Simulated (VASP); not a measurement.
# Al2GaSb3 (Cmmm) in VASP: further runs

Al2GaSb3 is run at these levels: PBE; tasks: single point.

Program: VASP 6.6.1. These are calculated values, not measurements. Logs are shortened: lines on timing, memory, paths and dates and some standing lists are left out, and cuts for length are marked.

**1. The cell of the first run**

It takes space group Cmmm (No. 65, orthorhombic). The conventional cell has a = 6.402 Å, b = 8.763 Å, c = 6.108 Å, α = 90.00°, β = 90.00°, γ = 90.00°. Al (site symmetry 2mm) has 1 Ga at 1.92 Å and 2 Sb at 2.53 Å and 1 Al at 2.56 Å within 2.6 Å. Ga (site symmetry mmm) has 2 Sb at 1.64 Å and 2 Al at 1.92 Å within 2.2 Å. Sb (site symmetry m2m) has 1 Ga at 1.64 Å within 2.2 Å. Sb (site symmetry mmm) has 2 Ga at 3.05 Å and 4 Sb at 3.47 Å and 4 Al at 3.61 Å within 4.0 Å.

The cell was built from a structure type or drawn by symmetry, and may not be a known phase.

**2. Single point, PBE**

Input file INCAR:

```
  PREC = Accurate
  ENCUT = 520
  EDIFF = 1E-6
  ISMEAR = 0
  SIGMA = 0.1
  LREAL = F
  LASPH = T
  NELM = 80
  ALGO = Normal
  ISIF = 2
  LWAVE = F
  LCHARG = T
  GGA = PE
  LELF = T
  LVHAR = T
  NBANDS = 26
```

Input file KPOINTS:

```
regular mesh
0
Gamma
  4 4 4
```

Input file POSCAR:

```
Al2GaSb3
1.0
    3.2011626600     -4.3812772600      0.0000000000
    3.2011626600      4.3812772600      0.0000000000
    0.0000000000      0.0000000000      6.1078365300
Al Ga Sb
2 1 3
Direct
    0.2001827200      0.2001827200      0.5000000000
    0.7998172800      0.7998172800      0.5000000000
    0.5000000000      0.5000000000      0.5000000000
    0.6875991200      0.3124008800      0.5000000000
    0.3124008800      0.6875991200      0.5000000000
    0.5000000000      0.5000000000      0.0000000000
```

Potentials or basis: VASP PAW PBE potentials, release 64 (Al, Ga_d, Sb).

The run is started by

```
$ cat potpaw_PBE.64/Al/POTCAR potpaw_PBE.64/Ga_d/POTCAR potpaw_PBE.64/Sb/POTCAR > POTCAR
$ mpirun -np 1 vasp_std > vasp.out
```

OUTCAR:

```text
PREC = Accurate
   ENCUT = 520
   EDIFF = 1E-6
   ISMEAR = 0
   LREAL = F
   LASPH = T
   NELM = 80
   ISIF = 2
   GGA = PE

 ion  position               nearest neighbor table
   1  0.200  0.200  0.500-   3 1.92   4 2.53   5 2.53   2 2.56   5 3.02   4 3.02
   2  0.800  0.800  0.500-   3 1.92   4 2.53   5 2.53   1 2.56   5 3.02   4 3.02
   3  0.500  0.500  0.500-   4 1.64   5 1.64   1 1.92   2 1.92   6 3.05   6 3.05
   4  0.688  0.312  0.500-   3 1.64   2 2.53   1 2.53   1 3.02   2 3.02   5 3.29   5 3.38   5 3.38
                             6 3.47   6 3.47
   5  0.312  0.688  0.500-   3 1.64   2 2.53   1 2.53   1 3.02   2 3.02   4 3.29   4 3.38   4 3.38
                             6 3.47   6 3.47
   6  0.500  0.500  0.000-   3 3.05   3 3.05   5 3.47   4 3.47   4 3.47   5 3.47

 -----------------------------------------------------------------------------
|                                                                             |
|           W    W    AA    RRRRR   N    N  II  N    N   GGGG   !!!           |
|           W    W   A  A   R    R  NN   N  II  NN   N  G    G  !!!           |
|           W    W  A    A  R    R  N N  N  II  N N  N  G       !!!           |
|           W WW W  AAAAAA  RRRRR   N  N N  II  N  N N  G  GGG   !            |
|           WW  WW  A    A  R   R   N   NN  II  N   NN  G    G                |
|           W    W  A    A  R    R  N    N  II  N    N   GGGG   !!!           |
|                                                                             |
|     The distance between some ions is very small. Please check the          |
|     nearest-neighbor list in the OUTCAR file.                               |
|     I HOPE YOU KNOW WHAT YOU ARE DOING!                                     |
|                                                                             |
 -----------------------------------------------------------------------------

  LATTYP: Found a base centered orthorhombic cell.
 ALAT       =     6.4023253200
 B/A-ratio  =     1.3686518698
 C/A-ratio  =     0.9540028388

  Lattice vectors:

 A1 = (   3.2011626600,  -4.3812772600,   0.0000000000)
 A2 = (   3.2011626600,   4.3812772600,   0.0000000000)
 A3 = (   0.0000000000,   0.0000000000,   6.1078365300)

Analysis of symmetry for initial positions (statically):
=====================================================================
 Subroutine PRICEL returns:
 Original cell was already a primitive cell.

 Routine SETGRP: Setting up the symmetry group for a
 base centered orthorhombic supercell.

 Subroutine GETGRP returns: Found  8 space group operations
 (whereof  8 operations were pure point group operations)
 out of a pool of  8 trial point group operations.

The static configuration has the point symmetry D_2h.

Analysis of symmetry for dynamics (positions and initial velocities):
=====================================================================
 Subroutine PRICEL returns:
 Original cell was already a primitive cell.

 Routine SETGRP: Setting up the symmetry group for a
 base centered orthorhombic supercell.

 Subroutine GETGRP returns: Found  8 space group operations
 (whereof  8 operations were pure point group operations)
 out of a pool of  8 trial point group operations.

The dynamic configuration has the point symmetry D_2h.

 Subroutine INISYM returns: Found  8 space group operations
 (whereof  8 operations are pure point group operations),
 and found     1 'primitive' translations

----------------------------------------------------------------------------------------

                                     Primitive cell

  volume of cell :     171.3270

  direct lattice vectors                    reciprocal lattice vectors
     3.201162660 -4.381277260  0.000000000     0.156193250 -0.114121972  0.000000000
     3.201162660  4.381277260  0.000000000     0.156193250  0.114121972  0.000000000
     0.000000000  0.000000000  6.107836530     0.000000000  0.000000000  0.163724094

  length of vectors
     5.426143456  5.426143456  6.107836530     0.193442901  0.193442901  0.163724094

  position of ions in fractional coordinates (direct lattice)
     0.200182720  0.200182720  0.500000000
     0.799817280  0.799817280  0.500000000
     0.500000000  0.500000000  0.500000000
     0.687599120  0.312400880  0.500000000
     0.312400880  0.687599120  0.500000000
     0.500000000  0.500000000  0.000000000

  ion indices of the primitive-cell ions
   primitive index   ion index
                 1           1
                 2           2
                 3           3
                 4           4
                 5           5
                 6           6

----------------------------------------------------------------------------------------

 KPOINTS: regular mesh

Automatic generation of k-mesh.
 Grid dimensions read from file:
 generate k-points for:    4    4    4

 Generating k-lattice:

[... 34 lines left out ...]
   NGXF,Y,Z  is equivalent  to a cutoff of  24.51, 24.51, 26.13 a.u.
 SYSTEM =  unknown system
   PREC   = accura    normal or accurate (medium, high low for compatibility)
   ISTART =      0    job   : 0-new  1-cont  2-samecut
   ICHARG =      2    charge: 1-file 2-atom 10-const
   ISPIN  =      1    spin polarized calculation?
   LNONCOLLINEAR =      F non collinear calculations
   LSORBIT =      F    spin-orbit coupling
   LASPH  =      T    aspherical Exc in radial PAW
   ENCUT  =  520.0 eV  38.22 Ry    6.18 a.u.  10.09 10.09 11.36*2*pi/ulx,y,z
   NELM   =     80;   NELMIN=  2; NELMDL= -5     # of ELM steps
   EDIFF  = 0.1E-05   stopping-criterion for ELM
   LREAL  =      F    real-space projection
   EDIFFG = 0.1E-04   stopping-criterion for IOM
   NSW    =      0    number of steps for IOM
   IBRION =     -1    ionic relax: 0-MD 1-quasi-New 2-CG
   NFREE  =      0    steps in history (QN), initial steepest desc. (CG)
   ISIF   =      2    stress and relaxation
   ISYM   =      2    0-nonsym 1-usesym 2-fastsym
   POTIM  = 0.5000    time-step for ionic-motion
   TEBEG  =    0.0;   TEEND  =   0.0 temperature during run
   PSTRESS=    0.0 pullay stress
   NELECT =      34.0000    total number of electrons
   NUPDOWN=      -1.0000    fix difference up-down
   EMIN   =  10.00;   EMAX   =-10.00  energy-range for DOS
   EFERMI =   0.00;   METHOD = LEGACY
   ISMEAR =     0;   SIGMA  =   0.10  broadening in eV -4-tet -1-fermi 0-gaus
   EFERMI_NEDOS =   21; number of points for ismear=-14 and -15
   IALGO  =     38    algorithm
   IMIX   =      4    mixing-type and parameters
     AMIX     =   0.40;   BMIX     =  1.00
     AMIX_MAG =   1.60;   BMIX_MAG =  1.00
  volume/ion in A,a.u.               =      28.55       192.70
  Fermi-wavevector in a.u.,A,eV,Ry     =   0.954903  1.804505 12.406328  0.911839
  Thomas-Fermi vector in A             =   2.083692
   LORBIT       =      0    0 simple, 1 ext, 2 COOP (PROOUT), +10 PAW based schemes
   GGA     = PE    functional components
   LHFCALC =     F    Hartree Fock is set to
   AEXX    =    0.0000 exact exchange contribution
   IVDW    =     0    specifies the selected vdW correction
   LEPSILON=     F    determine dielectric tensor
   LRPA    =     F    only Hartree local field effects (RPA)
 non-spin polarized calculation
 Gauss-broadening in eV      SIGMA  =   0.10
  energy-cutoff  :      520.00
  volume of cell :      171.33
 maximum number of plane-waves:      4644
   NGX = 21   NGY = 21   NGZ = 23

 number of electron      33.9999993 magnetization

 Free energy of the ion-electron system (eV)
  ---------------------------------------------------
  ext. energy  EPLUGINS =         0.00000000
  ---------------------------------------------------
  free energy    TOTEN  =        13.09253064 eV

  energy without entropy =       13.11548042  energy(sigma->0) =       13.10400553

 E-fermi :   5.2570     XC(G=0):  -8.4254

 val. band max:        5.2247410424   @ k =  -0.2500   0.2500   0.5000
 cond. band min:       5.2737822065   @ k =   0.5000   0.2500   0.2500
 fundamental gap:      0.0490411641
 Fermi energy:         5.2569560927

 k-point     1 :       0.0000    0.0000    0.0000
  band No.  band energies     occupation
      1     -17.8135      2.00000
      2     -16.7499      2.00000
      3     -16.4625      2.00000
      4     -15.3484      2.00000
      5     -15.1410      2.00000
      6     -10.0958      2.00000
[... 18 lines left out ...]
     25       9.5050      0.00000
     26      10.6982      0.00000
[... 557 lines left out ...]
      4     -15.3460      2.00000
      5     -15.1412      2.00000
      6      -9.6031      2.00000
[... 18 lines left out ...]
     25       9.9535      0.00000
     26      10.1272      0.00000

------------------------ aborting loop because EDIFF is reached ----------------------------------------

  FORCE on cell =-STRESS in cart. coord.  units (eV):
  Direction    XX          YY          ZZ          XY          YZ          ZX
  --------------------------------------------------------------------------------------
  -------------------------------------------------------------------------------------
  Total       45.8722029    166.4538207     -2.4411064     -0.0000000      0.0000000      0.0000000
  in kB      428.9772874   1556.6051749    -22.8281867     -0.0000000      0.0000000      0.0000000
  external PRESSURE =     654.2514252 kB  Pullay stress =       0.0000000 kB

 VOLUME and BASIS-vectors are now :
 -----------------------------------------------------------------------------
  energy-cutoff  :      520.00
  volume of cell :      171.33
      direct lattice vectors                 reciprocal lattice vectors
     3.201162660 -4.381277260  0.000000000     0.156193250 -0.114121972  0.000000000
     3.201162660  4.381277260  0.000000000     0.156193250  0.114121972  0.000000000
     0.000000000  0.000000000  6.107836530     0.000000000  0.000000000  0.163724094

 POSITION                                       TOTAL-FORCE (eV/Angst)
 -----------------------------------------------------------------------------------
      1.28163      0.00000      3.05392       -12.499174     -0.000000     -0.000000
      5.12069      0.00000      3.05392        12.499174     -0.000000      0.000000
      3.20116      0.00000      3.05392        -0.000000     -0.000000     -0.000000
      3.20116     -1.64385      3.05392        -0.000000    -47.676999     -0.000000
      3.20116      1.64385      3.05392        -0.000000     47.676999      0.000000
      3.20116      0.00000      0.00000        -0.000000      0.000000     -0.000000
 -----------------------------------------------------------------------------------
    total drift:                               -0.000000      0.000000     -0.000000

  FREE ENERGIE OF THE ION-ELECTRON SYSTEM (eV)
  ---------------------------------------------------
  free  energy   TOTEN  =        13.0925306374 eV

  energy  without entropy=       13.1154804189  energy(sigma->0) =       13.10400553
```

Wall time 1.7 min (1 thread of Intel Xeon Platinum 8259CL at 2.50GHz (Skylake/Cascade Lake), shared host); peak memory 0.31 GiB.

What came out:

```yaml
Free_energy: 13.0925 eV
Pressure: 65.4 GPa
Largest_force: 47.677 eV/Å
Band_gap_on_the_k_mesh: zero (bands 17 and 18 overlap by 0.99 eV)
```

Forces on the atoms (eV/Å):
```
Al  -12.499   0.000   0.000
Al   12.499   0.000   0.000
Ga    0.000   0.000   0.000
Sb    0.000 -47.677   0.000
Sb    0.000  47.677   0.000
Sb    0.000   0.000   0.000
```

Stress tensor (GPa, compression positive):
```
 42.90   0.00   0.00
  0.00 155.66   0.00
  0.00   0.00  -2.28
```

Levels at points of the mesh, in eV from the Fermi level:
| k point | band 13 | band 14 | band 15 | band 16 | band 17 | band 18 | band 19 | band 20 | band 21 | band 22 |
| --- | --- | --- | --- | --- | --- | --- | --- | --- | --- | --- |
| (0.00, 0.00, 0.00) | -3.73 | -3.22 | -1.06 | -0.46 | -0.35 | 0.50 | 0.75 | 2.10 | 2.36 | 3.13 |
| (0.50, 0.00, 0.00) | -2.42 | -2.32 | -1.20 | -0.69 | -0.22 | -0.08 | 0.10 | 1.25 | 1.54 | 3.11 |
| (0.50, 0.50, 0.00) | -2.64 | -1.36 | -1.25 | -1.16 | -0.82 | -0.20 | 0.12 | 0.13 | 2.59 | 3.65 |
| (0.00, 0.00, 0.50) | -3.71 | -3.22 | -2.32 | -1.49 | -1.08 | 0.36 | 1.84 | 1.85 | 2.49 | 3.05 |
| (0.50, 0.00, 0.50) | -3.37 | -2.40 | -1.84 | -1.02 | -0.57 | 0.15 | 1.07 | 1.30 | 1.54 | 2.36 |
| (0.50, 0.50, 0.50) | -3.10 | -1.96 | -1.39 | -1.24 | -0.92 | -0.25 | -0.18 | 1.03 | 2.80 | 3.53 |

Caveat: atoms lie so close that the PAW spheres overlap strongly, which falsifies energies and pressures; the cell stands under pressure; spin-orbit coupling is left out, which moves the levels of the heavy elements; forces of over 1 eV/Å act on the atoms, so gaps and moduli don't describe the material at rest.

**3. Single point, PBE**

This run uses another cell than the first one, of 36.94 Å³/atom.

Input file INCAR:

```
SYSTEM = Al2GaSb3
PREC = Accurate
ENCUT = 520
EDIFF = 1E-6
ISMEAR = 0
SIGMA = 0.1
LREAL = .False.
LASPH = .True.
NELM = 80
ALGO = Normal
ISIF = 2
LWAVE = .False.
LCHARG = .True.
GGA = PE
LELF = .True.
LVHAR = .True.
NBANDS = 26
```

Input file KPOINTS:

```
regular mesh
0
Gamma
  4 4 4
  0 0 0
```

Input file POSCAR:

```
Al2GaSb3
1.0
    4.2442733150     -4.8338222609      0.0000000000
    4.2442733150      4.8338222609      0.0000000000
    0.0000000000      0.0000000000      5.4013454601
Al Ga Sb
2 1 3
Direct
    0.2078129892      0.2078129892      0.5000000000
    0.7921870108      0.7921870108      0.5000000000
    0.5000000000      0.5000000000      0.5000000000
    0.7950572148      0.2049427852      0.5000000000
    0.2049427852      0.7950572148      0.5000000000
    0.5000000000      0.5000000000      0.0000000000
```

Potentials or basis: VASP PAW PBE potentials, release 64 (Al, Ga_d, Sb).

The run is started by

```
$ cat potpaw_PBE.64/Al/POTCAR potpaw_PBE.64/Ga_d/POTCAR potpaw_PBE.64/Sb/POTCAR > POTCAR
$ mpirun -np 1 vasp_std > vasp.out
```

It took 2 min on 1 thread of Intel Xeon Platinum 8259CL at 2.50GHz (Skylake/Cascade Lake), shared host; peak memory 0.36 GiB.

It converged, with:

| Quantity | Value |
| --- | --- |
| Free energy | -19.7496 eV |
| Pressure | 0.1 GPa |
| Largest force | 0.035 eV/Å |
| Band gap on the k mesh | zero (bands 17 and 18 overlap by 0.73 eV) |

Forces on the atoms (eV/Å):
```
Al   0.035  0.000  0.000
Al  -0.035  0.000  0.000
Ga   0.000  0.000  0.000
Sb   0.000  0.029  0.000
Sb   0.000 -0.029  0.000
Sb   0.000  0.000  0.000
```

Stress tensor (GPa, compression positive):
```
 0.11  0.00  0.00
 0.00  0.07  0.00
 0.00  0.00 -0.02
```

Levels at points of the mesh, in eV from the Fermi level:
| k point | band 14 | band 15 | band 16 | band 17 | band 18 | band 19 | band 20 | band 21 |
| --- | --- | --- | --- | --- | --- | --- | --- | --- |
| (0.00, 0.00, 0.00) | -2.90 | -1.68 | -0.56 | 0.16 | 0.51 | 0.83 | 1.09 | 1.96 |
| (0.50, 0.00, 0.00) | -1.29 | -1.07 | -0.12 | 0.37 | 0.42 | 0.65 | 1.28 | 2.49 |
| (0.50, 0.50, 0.00) | -1.15 | -0.69 | -0.65 | -0.37 | 0.38 | 0.92 | 1.16 | 1.54 |
| (0.00, 0.00, 0.50) | -1.73 | -1.50 | -1.29 | -1.28 | 0.78 | 1.01 | 2.74 | 2.91 |
| (0.50, 0.00, 0.50) | -1.13 | -1.08 | -0.52 | 0.21 | 0.37 | 1.31 | 1.55 | 2.26 |
| (0.50, 0.50, 0.50) | -1.53 | -1.41 | -0.61 | -0.42 | 1.08 | 1.23 | 2.07 | 2.54 |

Caveat: semilocal functionals underestimate gaps, so a narrow gap can read as zero; spin-orbit coupling is left out, which moves the levels of the heavy elements.

**4. Single point, PBE**

This run uses another cell than the first one, of 36.55 Å³/atom.

Input file INCAR:

```
PREC = Accurate
ENCUT = 520
EDIFF = 1E-6
ISMEAR = 0
SIGMA = 0.1
LREAL = False
LASPH = True
NELM = 100
ALGO = Normal
ISIF = 2
LWAVE = False
LCHARG = False
GGA = PE
NBANDS = 26
```

Input file KPOINTS:

```
Automatic mesh
0
Gamma
  6 6 8
```

Input file POSCAR:

```
Al2GaSb3
1.0
    4.1753628077     -4.9423471332      0.0000000000
    4.1753628077      4.9423471332      0.0000000000
    0.0000000000      0.0000000000      5.3138851556
Al Ga Sb
2 1 3
Direct
    0.1984758044      0.1984758044      0.5000000000
    0.8015241956      0.8015241956      0.5000000000
    0.5000000000      0.5000000000      0.5000000000
    0.7914586295      0.2085413705      0.5000000000
    0.2085413705      0.7914586295      0.5000000000
    0.5000000000      0.5000000000      0.0000000000
```

The run is started by

```
$ cat potpaw_PBE.64/Al/POTCAR potpaw_PBE.64/Ga_d/POTCAR potpaw_PBE.64/Sb/POTCAR > POTCAR
$ mpirun -np 1 vasp_std > vasp.out
```

Wall time 7.2 min (1 thread of Intel Xeon Platinum 8259CL at 2.50GHz (Skylake/Cascade Lake), shared host); peak memory 0.53 GiB.

Results (log left out):

```yaml
Free_energy: -19.7546 eV
Pressure: 0.0 GPa
Largest_force: 0.041 eV/Å
Band_gap_on_the_k_mesh: zero (bands 17 and 18 overlap by 0.66 eV)
```

Forces in eV/Å, atoms in the order of the input:
```
Al   0.036  0.000  0.000
Al  -0.036  0.000  0.000
Ga   0.000  0.000  0.000
Sb   0.000  0.041  0.000
Sb   0.000 -0.041  0.000
Sb   0.000  0.000  0.000
```

Levels at points of the mesh, in eV from the Fermi level:
```csv
k point,band 14,band 15,band 16,band 17,band 18,band 19,band 20,band 21
"(0.00, 0.00, 0.00)",-2.88,-1.49,-0.59,0.20,0.47,0.86,1.14,1.99
"(0.50, 0.00, 0.00)",-1.29,-1.03,-0.28,0.07,0.33,0.66,1.23,2.37
"(0.50, 0.50, 0.00)",-1.15,-0.66,-0.58,-0.37,0.33,0.95,1.18,1.62
"(0.00, 0.00, 0.50)",-1.77,-1.56,-1.42,-1.03,0.85,0.87,2.53,3.11
"(0.50, 0.00, 0.50)",-1.27,-1.06,-0.59,-0.11,0.29,1.26,1.58,1.87
"(0.50, 0.50, 0.50)",-1.64,-1.45,-0.53,-0.35,1.12,1.12,2.10,2.46
```

Caveat: semilocal functionals underestimate gaps, so a narrow gap can read as zero; spin-orbit coupling is left out, which moves the levels of the heavy elements.

**5. Summary**

```tsv
cell	k mesh	gap on the mesh (eV)	pressure (GPa)	largest force (eV/Å)
a = 5.426, b = 5.426, c = 6.108 Å, angles 90.0, 90.0, 107.7°, 6 atoms, atomic positions A	4 × 4 × 4	none	65.4	47.68
a = 6.433, b = 6.433, c = 5.401 Å, angles 90.0, 90.0, 97.4°, 6 atoms, atomic positions B	4 × 4 × 4	none	0.1	0.04
a = 6.470, b = 6.470, c = 5.314 Å, angles 90.0, 90.0, 99.6°, 6 atoms, atomic positions C	6 × 6 × 8	none	0.0	0.04
```

Alike in all rows: task single point; level PBE; potentials or basis VASP PAW PBE potentials, release 64 (Al, Ga_d, Sb); no spin polarisation; cutoff (eV) 520; smearing gaussian 0.1 eV.

Caveats: spin-orbit coupling is left out, which moves the levels of the heavy elements; semilocal functionals underestimate gaps, so a narrow gap can read as zero (at least some runs); atoms lie so close that the PAW spheres overlap strongly, which falsifies energies and pressures (at least some runs); the cell stands under pressure (at least some runs); forces of over 1 eV/Å act on the atoms, so gaps and moduli don't describe the material at rest (at least some runs).

Total energies depend on the potentials used, so only differences within one code and one set of settings carry meaning.
